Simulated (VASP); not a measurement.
**Cr: single point with r2SCAN**

Crystal: Cr.

```xyz
1
Lattice="3.8493 0.0000 0.0001 -1.9246 3.3336 -0.0001 -1.9246 1.1112 0.8504" Properties=species:S:1:pos:R:3 pbc="T T T"
Cr    0.0000    0.0000    0.0000
```

| Property | Result |
| --- | --- |
| Program | VASP 6.6.1 |
| Task | single point |
| Functional | r2SCAN |
| Potentials or basis | VASP PAW PBE potentials, release 64 (Cr_pv) |
| Cutoff | 520 eV |
| k mesh | 9 × 9 × 39 |
| Occupations | gaussian, width 0.1 eV |
| Spin | no spin polarisation |

The pressure is 12.7 GPa and the band gap on the k mesh is zero (band 6 reaches 13.80 eV, above the bottom of band 7 at 11.14 eV).

Stress tensor (GPa, compression positive):
```
18.65 -0.12 -0.01
-0.12 18.51  0.00
-0.01  0.00  0.80
```

Levels at points of the mesh, in eV from the Fermi level:
```tsv
k point	band 2	band 3	band 4	band 5	band 6	band 7	band 8	band 9	band 10	band 11
(0.00, 0.00, 0.00)	-44.23	-44.22	-8.64	-1.50	-1.50	-0.36	1.54	1.54	3.29	22.77
```

It took 10 min on 1 thread of Intel Xeon 6975P-C, on a shared host, peak memory 0.25 GiB.

Caveat: the PAW data sets were made with another functional, which shifts forces and pressure a little; the run has no spin polarisation, though such a crystal can be magnetic. Spin polarisation is off, so any magnetic state and its effect on volume and gap are missing.
